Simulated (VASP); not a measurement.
# Hg (R-3m) in VASP: notebook

The runs below take Hg through single point, with r2SCAN.

All numbers are computed with VASP 6.6.1; they aren't measurements. Logs are shortened: lines on timing, memory, paths and dates and some standing lists are left out, and cuts for length are marked.

**1. The cell of the first run**

Symmetry: R-3m, No. 166, trigonal system. Conventional cell: a = 3.756 Å, b = 3.756 Å, c = 6.464 Å, α = 90.00°, β = 90.00°, γ = 120.00°. Hg (site symmetry -3m) has 12 Hg at 3.06 to 3.76 Å within 4.0 Å.

**2. Single point, r2SCAN**

Contents of POSCAR:

```
Hg
1.0
    1.8778599936      1.0841829728      2.1547276236
   -1.8778599936      1.0841829728      2.1547276236
    0.0000000000     -2.1683659456      2.1547276235
Hg
1
Direct
    0.0000000000      0.0000000000      0.0000000000
```

Contents of INCAR.step1:

```
SYSTEM = Hg
  PREC = Accurate
  ENCUT = 520
  ISMEAR = -1
  SIGMA = 0.1
  LREAL = .FALSE.
  LASPH = .TRUE.
  NELM = 60
  NBANDS = 12
  GGA = PE
  ALGO = Normal
  EDIFF = 1E-4
  LWAVE = .TRUE.
  LCHARG = .FALSE.
```

Contents of INCAR.step2:

```
SYSTEM = Hg
  PREC = Accurate
  ENCUT = 520
  EDIFF = 1E-7
  ISMEAR = -1
  SIGMA = 0.1
  LREAL = .FALSE.
  LASPH = .TRUE.
  NELM = 60
  ALGO = Normal
  ISIF = 2
  LWAVE = .FALSE.
  LCHARG = .FALSE.
  METAGGA = R2SCAN
  LMIXTAU = .TRUE.
  NBANDS = 12
  ISTART = 1
```

Contents of KPOINTS:

```
Automatic mesh
0
G
  9 9 9
  0 0 0
```

Potentials or basis: VASP PAW PBE potentials, release 64 (Hg).

The run is started by

```bash
> cat potpaw_PBE.64/Hg/POTCAR > POTCAR
> cp INCAR.step1 INCAR
> mpirun -np 1 vasp_std > vasp.out
> cp INCAR.step2 INCAR
> mpirun -np 1 vasp_std > vasp.out
```

OUTCAR:

```text
SYSTEM = Hg
   PREC = Accurate
   ENCUT = 520
   EDIFF = 1E-7
   ISMEAR = -1
   LREAL = .FALSE.
   LASPH = .TRUE.
   NELM = 60
   ISIF = 2
   METAGGA = R2SCAN
   ISTART = 1

 ion  position               nearest neighbor table
   1  0.000  0.000  0.000-

  LATTYP: Found a trigonal (rhomboedric) cell.
 ALAT       =     3.0569039903
 COS(alpha) =     0.2452679073

  Lattice vectors:

 A1 = (   1.8778599936,   1.0841829728,   2.1547276236)
 A2 = (  -1.8778599936,   1.0841829728,   2.1547276236)
 A3 = (   0.0000000000,  -2.1683659456,   2.1547276235)

Analysis of symmetry for initial positions (statically):
=====================================================================
 Subroutine PRICEL returns:
 Original cell was already a primitive cell.

 Routine SETGRP: Setting up the symmetry group for a
 trigonal (rhombohedral) supercell.

 Subroutine GETGRP returns: Found 12 space group operations
 (whereof 12 operations were pure point group operations)
 out of a pool of 12 trial point group operations.

The static configuration has the point symmetry D_3d.

Analysis of symmetry for dynamics (positions and initial velocities):
=====================================================================
 Subroutine PRICEL returns:
 Original cell was already a primitive cell.

 Routine SETGRP: Setting up the symmetry group for a
 trigonal (rhombohedral) supercell.

 Subroutine GETGRP returns: Found 12 space group operations
 (whereof 12 operations were pure point group operations)
 out of a pool of 12 trial point group operations.

The dynamic configuration has the point symmetry D_3d.

 Subroutine INISYM returns: Found 12 space group operations
 (whereof 12 operations are pure point group operations),
 and found     1 'primitive' translations

----------------------------------------------------------------------------------------

                                     Primitive cell

  volume of cell :      26.3214

  direct lattice vectors                    reciprocal lattice vectors
     1.877859994  1.084182973  2.154727624     0.266260532  0.153725590  0.154698594
    -1.877859994  1.084182973  2.154727624    -0.266260532  0.153725590  0.154698594
     0.000000000 -2.168365946  2.154727623     0.000000000 -0.307451179  0.154698594

  length of vectors
     3.056903990  3.056903990  3.056903990     0.344177109  0.344177109  0.344177109

  position of ions in fractional coordinates (direct lattice)
     0.000000000  0.000000000  0.000000000

  ion indices of the primitive-cell ions
   primitive index   ion index
                 1           1

----------------------------------------------------------------------------------------

 KPOINTS: Automatic mesh

Automatic generation of k-mesh.
 Grid dimensions read from file:
 generate k-points for:    9    9    9

 Generating k-lattice:

  Cartesian coordinates                     Fractional coordinates (reciprocal lattice)
     0.029584504  0.017080621  0.017188733     0.111111111  0.000000000  0.000000000
    -0.029584504  0.017080621  0.017188733     0.000000000  0.111111111  0.000000000
     0.000000000 -0.034161242  0.017188733     0.000000000  0.000000000  0.111111111

  Length of vectors
     0.038241901  0.038241901  0.038241901

  Shift w.r.t. Gamma in fractional coordinates (k-lattice)
     0.000000000  0.000000000  0.000000000

 Subroutine IBZKPT returns following result:
 ===========================================

 Found     85 irreducible k-points:

 Following reciprocal coordinates:
            Coordinates               Weight
  0.000000  0.000000  0.000000      1.000000
  0.111111  0.000000  0.000000      6.000000
  0.222222  0.000000  0.000000      6.000000
  0.333333 -0.000000  0.000000      6.000000
  0.444444  0.000000  0.000000      6.000000
  0.111111  0.111111  0.000000      6.000000
[... 16 lines left out ...]
 -0.333333  0.333333  0.000000      6.000000
  0.444444  0.444444  0.000000      6.000000
 [... further k-points ...]
   k-points           NKPTS =     85   k-points in BZ     NKDIM =     85   number of bands    NBANDS=     12
   number of dos      NEDOS =    301   number of ions     NIONS =      1
   total plane-waves  NPLWV =  13824
   dimension x,y,z NGX =    24 NGY =   24 NGZ =   24
   dimension x,y,z NGXF=    48 NGYF=   48 NGZF=   48
   ions per type =               1
   NGX,Y,Z   is equivalent  to a cutoff of  13.05, 13.05, 13.05 a.u.
   NGXF,Y,Z  is equivalent  to a cutoff of  26.10, 26.10, 26.10 a.u.
 SYSTEM =  Hg
   PREC   = accura    normal or accurate (medium, high low for compatibility)
   ISTART =      1    job   : 0-new  1-cont  2-samecut
   ICHARG =      0    charge: 1-file 2-atom 10-const
   ISPIN  =      1    spin polarized calculation?
   LNONCOLLINEAR =      F non collinear calculations
   LSORBIT =      F    spin-orbit coupling
   LASPH  =      T    aspherical Exc in radial PAW
   ENCUT  =  520.0 eV  38.22 Ry    6.18 a.u.   5.68  5.68  5.68*2*pi/ulx,y,z
[... 17 lines left out ...]
   EFERMI_NEDOS =   21; number of points for ismear=-14 and -15
   IALGO  =     38    algorithm
   IMIX   =      4    mixing-type and parameters
     AMIX     =   0.40;   BMIX     =  1.00
     AMIX_MAG =   1.60;   BMIX_MAG =  1.00
  volume/ion in A,a.u.               =      26.32       177.63
  Fermi-wavevector in a.u.,A,eV,Ry     =   1.259985  2.381027 21.600101  1.587563
  Thomas-Fermi vector in A             =   2.393518
   LORBIT       =      0    0 simple, 1 ext, 2 COOP (PROOUT), +10 PAW based schemes
   METAGGA = R2SCAN    functional components
   LHFCALC =     F    Hartree Fock is set to
   AEXX    =    0.0000 exact exchange contribution
   IVDW    =     0    specifies the selected vdW correction
   LEPSILON=     F    determine dielectric tensor
   LRPA    =     F    only Hartree local field effects (RPA)
 non-spin polarized calculation
  energy-cutoff  :      520.00
  volume of cell :       26.32
 maximum number of plane-waves:       722
   NGX = 11   NGY = 11   NGZ = 11

 number of electron      12.0000003 magnetization

 Free energy of the ion-electron system (eV)
  ---------------------------------------------------
  ext. energy  EPLUGINS =         0.00000000
  ---------------------------------------------------
  free energy    TOTEN  =       -49.34460866 eV

  energy without entropy =      -49.33132998  energy(sigma->0) =      -49.33796932

 E-fermi :   1.8938     XC(G=0): -10.8074

 val. band max:        1.8837266745   @ k =  -0.4444   0.4444   0.0000
 cond. band min:       1.9989149757   @ k =  -0.1111   0.4444   0.1111
 fundamental gap:      0.1151883011
 Fermi energy:         1.8937841408

 k-point     1 :       0.0000    0.0000    0.0000
  band No.  band energies     occupation
      1      -6.7465      2.00000
      2      -6.1028      2.00000
      3      -6.1028      2.00000
      4      -4.5171      2.00000
      5      -4.5171      2.00000
      6      -4.5168      2.00000
      7      13.3300      0.00000
      8      13.3300      0.00000
      9      13.5539      0.00000
     10      17.4607      0.00000
     11      18.9731      0.00000
     12      18.9731      0.00000

 k-point     2 :       0.1111    0.0000    0.0000
  band No.  band energies     occupation
      1      -6.5257      2.00000
      2      -6.0883      2.00000
      3      -5.9668      2.00000
      4      -4.5677      2.00000
      5      -4.5428      2.00000
      6      -4.5190      2.00000
      7      11.0690      0.00000
      8      13.5340      0.00000
      9      13.6867      0.00000
     10      18.1814      0.00000
     11      18.9821      0.00000
     12      20.8941      0.00000

 k-point     3 :       0.2222    0.0000    0.0000
  band No.  band energies     occupation
      1      -6.2667      2.00000
      2      -6.0604      2.00000
      3      -5.2064      2.00000
      4      -4.6809      2.00000
      5      -4.5780      2.00000
      6      -4.5202      2.00000
      7       7.5880      0.00000
      8      13.9950      0.00000
      9      14.0622      0.00000
     10      18.8920      0.00000
     11      19.0884      0.00000
     12      21.4515      0.00000
[... 286 lines left out ...]
 k-point    23 :      -0.3333    0.3333    0.0000
  band No.  band energies     occupation
      1      -6.0766      2.00000
      2      -5.5451      2.00000
      3      -4.8656      2.00000
      4      -4.6384      2.00000
      5      -4.6320      2.00000
      6      -0.8593      2.00000
      7       4.6621      0.00000
      8       5.3001      0.00000
      9      15.2995      0.00000
     10      17.2356      0.00000
     11      18.4067      0.00000
     12      20.5296      0.00000

 k-point    24 :       0.4444    0.4444    0.0000
  band No.  band energies     occupation
      1      -6.1512      2.00000
      2      -6.0375      2.00000
      3      -4.6736      2.00000
      4      -4.5942      2.00000
      5      -3.9264      2.00000
      6       0.5478      2.00000
      7       4.2204      0.00000
      8       5.9455      0.00000
      9      11.0122      0.00000
     10      13.6559      0.00000
     11      18.7951      0.00000
     12      23.4869      0.00000

 [... further k-points ...]

------------------------ aborting loop because EDIFF is reached ----------------------------------------

  FORCE on cell =-STRESS in cart. coord.  units (eV):
  Direction    XX          YY          ZZ          XY          YZ          ZX
  --------------------------------------------------------------------------------------
  -------------------------------------------------------------------------------------
  Total        0.0687021      0.0687021      0.1016791      0.0000000      0.0000000      0.0000000
  in kB        4.1818742      4.1818742      6.1891762      0.0000000      0.0000000      0.0000000
  external PRESSURE =       4.8509748 kB  Pullay stress =       0.0000000 kB

 VOLUME and BASIS-vectors are now :
 -----------------------------------------------------------------------------
  energy-cutoff  :      520.00
  volume of cell :       26.32
      direct lattice vectors                 reciprocal lattice vectors
     1.877859994  1.084182973  2.154727624     0.266260532  0.153725590  0.154698594
    -1.877859994  1.084182973  2.154727624    -0.266260532  0.153725590  0.154698594
     0.000000000 -2.168365946  2.154727623     0.000000000 -0.307451179  0.154698594

 POSITION                                       TOTAL-FORCE (eV/Angst)
 -----------------------------------------------------------------------------------
      0.00000      0.00000      0.00000         0.000000      0.000000      0.000000
 -----------------------------------------------------------------------------------
    total drift:                                0.000000     -0.000000      0.000000

  FREE ENERGIE OF THE ION-ELECTRON SYSTEM (eV)
  ---------------------------------------------------
  free  energy   TOTEN  =       -49.3446086597 eV

  energy  without entropy=      -49.3313299808  energy(sigma->0) =      -49.33796932
```

Run time: 41 s. Hardware: 1 thread of AMD EPYC 9R45 (Zen 5), shared host; peak memory 0.13 GiB.

What came out:

```yaml
Free_energy: -49.3446 eV
Pressure: 0.5 GPa
Band_gap_on_the_k_mesh: zero (bands 6 and 7 overlap by 2.36 eV)
```

Stress tensor (GPa, compression positive):
```
0.42 0.00 0.00
0.00 0.42 0.00
0.00 0.00 0.62
```

Caveat: the PAW data sets were made with another functional, which shifts forces and pressure a little; spin-orbit coupling is left out, which moves the levels of the heavy elements.

**3. Single point, r2SCAN**

POSCAR is that of step 2.

Contents of INCAR.step1:

```
  PREC = Accurate
  ENCUT = 520
  ISMEAR = -1
  SIGMA = 0.1
  LREAL = F
  LASPH = T
  NELM = 60
  NBANDS = 12
  GGA = PE
  ALGO = Normal
  EDIFF = 1E-4
  LWAVE = T
  LCHARG = F
```

Contents of INCAR.step2:

```
  PREC = Accurate
  ENCUT = 520
  EDIFF = 1E-6
  ISMEAR = -1
  SIGMA = 0.1
  LREAL = F
  LASPH = T
  NELM = 60
  ALGO = Normal
  ISIF = 2
  LWAVE = F
  LCHARG = T
  METAGGA = R2SCAN
  LMIXTAU = T
  LELF = T
  LVHAR = T
  NBANDS = 12
  ISTART = 1
```

Contents of KPOINTS:

```
Automatic mesh
0
Gamma
  11 11 11
```

Potentials or basis: VASP PAW PBE potentials, release 64 (Hg).

The run is started by

```bash
> cat potpaw_PBE.64/Hg/POTCAR > POTCAR
> cp INCAR.step1 INCAR
> mpirun -np 1 vasp_std > vasp.out
> cp INCAR.step2 INCAR
> mpirun -np 1 vasp_std > vasp.out
```

Run time: 54 s. Hardware: 1 thread of AMD EPYC 9R45 (Zen 5), shared host; peak memory 0.15 GiB.

It converged, with:

```
Free energy            : -49.3548 eV
Pressure               : 0.4 GPa
Band gap on the k mesh : zero (bands 6 and 7 overlap by 2.63 eV)
```

Stress tensor (GPa, compression positive):
```
0.33 0.00 0.00
0.00 0.33 0.00
0.00 0.00 0.50
```

Levels at points of the mesh, in eV from the Fermi level:
```csv
k point,band 4,band 5,band 6,band 7,band 8,band 9
"(0.00, 0.00, 0.00)",-6.46,-6.46,-6.46,11.38,11.38,11.61
```

Caveat: the PAW data sets were made with another functional, which shifts forces and pressure a little; spin-orbit coupling is left out, which moves the levels of the heavy elements.

**4. Single point, r2SCAN**

POSCAR is that of step 3.

Contents of INCAR.step1:

```
SYSTEM = Hg
  ALGO = Normal
  EDIFF = 1E-4
  ENCUT = 520
  GGA = PE
  ISMEAR = -1
  LASPH = .True.
  LCHARG = .False.
  LREAL = .False.
  LWAVE = .True.
  NBANDS = 12
  NELM = 80
  PREC = Accurate
  SIGMA = 0.1
```

Contents of INCAR.step2:

```
SYSTEM = Hg
  ALGO = Normal
  EDIFF = 1E-7
  ENCUT = 520
  ISIF = 2
  ISMEAR = -1
  ISTART = 1
  LASPH = .True.
  LCHARG = .False.
  LMIXTAU = .True.
  LREAL = .False.
  LWAVE = .False.
  METAGGA = R2SCAN
  NBANDS = 12
  NELM = 80
  PREC = Accurate
  SIGMA = 0.1
```

Contents of KPOINTS:

```
k-points
0
Gamma
  11 11 11
  0 0 0
```

The run is started by

```bash
> cat potpaw_PBE.64/Hg/POTCAR > POTCAR
> cp INCAR.step1 INCAR
> mpirun -np 1 vasp_std > vasp.out
> cp INCAR.step2 INCAR
> mpirun -np 1 vasp_std > vasp.out
```

It took 53 s on 1 thread of AMD EPYC 9R45 (Zen 5), shared host; peak memory 0.14 GiB.

Results (log left out):

```yaml
Free_energy: -49.3548 eV
Pressure: 0.4 GPa
Band_gap_on_the_k_mesh: zero (bands 6 and 7 overlap by 2.63 eV)
```

Stress tensor (GPa, compression positive):
```
0.33 0.00 0.00
0.00 0.33 0.00
0.00 0.00 0.50
```

Levels at points of the mesh, in eV from the Fermi level:
| k point | band 4 | band 5 | band 6 | band 7 | band 8 | band 9 |
| --- | --- | --- | --- | --- | --- | --- |
| (0.00, 0.00, 0.00) | -6.46 | -6.46 | -6.46 | 11.38 | 11.38 | 11.61 |

Caveat: the PAW data sets were made with another functional, which shifts forces and pressure a little; spin-orbit coupling is left out, which moves the levels of the heavy elements.

**5. Single point, r2SCAN**

POSCAR is that of step 4.

Contents of INCAR.step1:

```
SYSTEM = Hg
ALGO     = Normal         ! electronic algorithm
EDIFF    = 1E-4           ! SCF threshold, eV
ENCUT    = 520            ! plane-wave cutoff, eV
GGA      = PE             ! functional
ISMEAR   = -1             ! smearing method
LASPH    = .TRUE.         ! aspherical terms in the spheres
LCHARG   = .FALSE.        ! write CHGCAR
LREAL    = .FALSE.        ! projectors in reciprocal space
LWAVE    = .TRUE.         ! write WAVECAR
NBANDS   = 12             ! bands
NELM     = 60             ! most SCF steps
PREC     = Accurate       ! precision mode
SIGMA    = 0.01           ! smearing width, eV
```

Contents of INCAR.step2:

```
SYSTEM = Hg
ALGO     = Normal         ! electronic algorithm
EDIFF    = 1E-6           ! SCF threshold, eV
ENCUT    = 520            ! plane-wave cutoff, eV
ISIF     = 2              ! what is computed and relaxed
ISMEAR   = -1             ! smearing method
ISTART   = 1            
LASPH    = .TRUE.         ! aspherical terms in the spheres
LCHARG   = .TRUE.         ! write CHGCAR
LELF     = .TRUE.         ! ELF
LMIXTAU  = .TRUE.       
LREAL    = .FALSE.        ! projectors in reciprocal space
LVHAR    = .TRUE.       
LWAVE    = .FALSE.        ! write WAVECAR
METAGGA  = R2SCAN         ! meta-GGA
NBANDS   = 12             ! bands
NELM     = 60             ! most SCF steps
PREC     = Accurate       ! precision mode
SIGMA    = 0.01           ! smearing width, eV
```

Contents of KPOINTS:

```
k-points
0
G
  11 11 11
  0 0 0
```

The run is started by

```bash
> cat potpaw_PBE.64/Hg/POTCAR > POTCAR
> cp INCAR.step1 INCAR
> mpirun -np 1 vasp_std > vasp.out
> cp INCAR.step2 INCAR
> mpirun -np 1 vasp_std > vasp.out
```

Run time: 52 s. Hardware: 1 thread of AMD EPYC 9R45 (Zen 5), shared host; peak memory 0.15 GiB.

It converged, with:

| Property | Result |
| --- | --- |
| Free energy | -49.3507 eV |
| Pressure | 0.5 GPa |
| Band gap on the k mesh | zero (bands 6 and 7 overlap by 2.63 eV) |

Stress tensor (GPa, compression positive):
```
0.27 0.00 0.00
0.00 0.27 0.00
0.00 0.00 0.87
```

Levels at points of the mesh, in eV from the Fermi level:
| k point | band 3 | band 4 | band 5 | band 6 | band 7 | band 8 | band 9 | band 10 |
| --- | --- | --- | --- | --- | --- | --- | --- | --- |
| (0.00, 0.00, 0.00) | -8.05 | -6.46 | -6.46 | -6.46 | 11.38 | 11.38 | 11.61 | 15.51 |

Caveat: the PAW data sets were made with another functional, which shifts forces and pressure a little; spin-orbit coupling is left out, which moves the levels of the heavy elements.

**6. Single point, r2SCAN**

POSCAR is that of step 5.

Contents of INCAR.step1:

```
SYSTEM = Hg
PREC     = Accurate       ! precision mode
ENCUT    = 520            ! plane-wave cutoff, eV
ISMEAR   = -1             ! smearing method
SIGMA    = 0.03           ! smearing width, eV
LREAL    = .False.        ! projectors in reciprocal space
LASPH    = .True.         ! aspherical terms in the spheres
NELM     = 80             ! most SCF steps
NBANDS   = 12             ! bands
GGA      = PE             ! functional
ALGO     = Normal         ! electronic algorithm
EDIFF    = 1E-4           ! SCF threshold, eV
LWAVE    = .True.         ! write WAVECAR
LCHARG   = .False.        ! write CHGCAR
```

Contents of INCAR.step2:

```
SYSTEM = Hg
PREC     = Accurate       ! precision mode
ENCUT    = 520            ! plane-wave cutoff, eV
EDIFF    = 1E-6           ! SCF threshold, eV
ISMEAR   = -1             ! smearing method
SIGMA    = 0.03           ! smearing width, eV
LREAL    = .False.        ! projectors in reciprocal space
LASPH    = .True.         ! aspherical terms in the spheres
NELM     = 80             ! most SCF steps
ALGO     = Normal         ! electronic algorithm
ISIF     = 2              ! what is computed and relaxed
LWAVE    = .False.        ! write WAVECAR
LCHARG   = .False.        ! write CHGCAR
METAGGA  = R2SCAN         ! meta-GGA
LMIXTAU  = .True.       
NBANDS   = 12             ! bands
ISTART   = 1
```

Contents of KPOINTS:

```
regular mesh
0
Gamma
  11 11 11
  0 0 0
```

Potentials or basis: VASP PAW PBE potentials, release 64 (Hg).

The run is started by

```bash
> cat potpaw_PBE.64/Hg/POTCAR > POTCAR
> cp INCAR.step1 INCAR
> mpirun -np 1 vasp_std > vasp.out
> cp INCAR.step2 INCAR
> mpirun -np 1 vasp_std > vasp.out
```

It took 52 s on 1 thread of AMD EPYC 9R45 (Zen 5), shared host; peak memory 0.14 GiB.

Results (log left out):

```yaml
Free_energy: -49.3510 eV
Pressure: 0.5 GPa
Band_gap_on_the_k_mesh: zero (bands 6 and 7 overlap by 2.63 eV)
```

Stress tensor (GPa, compression positive):
```
0.27 0.00 0.00
0.00 0.27 0.00
0.00 0.00 0.84
```

Levels at points of the mesh, in eV from the Fermi level:
```csv
k point,band 4,band 5,band 6,band 7,band 8,band 9
"(0.00, 0.00, 0.00)",-6.46,-6.46,-6.45,11.39,11.39,11.62
```

Caveat: the PAW data sets were made with another functional, which shifts forces and pressure a little; spin-orbit coupling is left out, which moves the levels of the heavy elements.

**7. Summary**

```tsv
k mesh	smearing	gap on the mesh (eV)	pressure (GPa)
9 × 9 × 9	fermi-dirac 0.1 eV	none	0.5
11 × 11 × 11	fermi-dirac 0.1 eV	none	0.4
11 × 11 × 11	fermi-dirac 0.01 eV	none	0.5
11 × 11 × 11	fermi-dirac 0.03 eV	none	0.5
```

Alike in all rows: task single point; level r2SCAN; potentials or basis VASP PAW PBE potentials, release 64 (Hg); no spin polarisation; cell as given; cutoff (eV) 520.

Caveats: the PAW data sets were made with another functional, which shifts forces and pressure a little; spin-orbit coupling is left out, which moves the levels of the heavy elements.

Absolute energies hang on the potentials; compare differences alone.
